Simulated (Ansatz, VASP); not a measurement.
# Two plane-wave programs on BAs

```
CELL_PARAMETERS angstrom
0.00000 2.40432 2.40432
2.40432 0.00000 2.40432
2.40432 2.40432 0.00000
ATOMIC_POSITIONS crystal
As 0.75000 0.75000 0.75000
B 0.00000 0.00000 0.00000
```

Alike in both runs: task single point; functional RPBE; dispersion D4; k mesh 10 × 10 × 10; occupations fermi-dirac, width 0.05 eV; no spin polarisation.

```csv
,VASP,Ansatz
version,VASP 6.6.1,Ansatz 0.2.0
potentials or method,"VASP PAW PBE potentials, release 64 (As_d, B)",Ansatz PAW
plane-wave cutoff (eV),560,420
valence electrons in the cell,18,18
```

VASP gave:

```
gap on the k mesh at the Fermi level (eV) : 1.24
least direct gap on the mesh (eV)         : 3.26
pressure (GPa)                            : -7.2
```

Estimate Ansatz's values.

gap on the k mesh at the Fermi level (eV): 1.24; least direct gap on the mesh (eV): 3.26; pressure (GPa): -7.1.

VASP's potentials were made for PBE, not for RPBE.
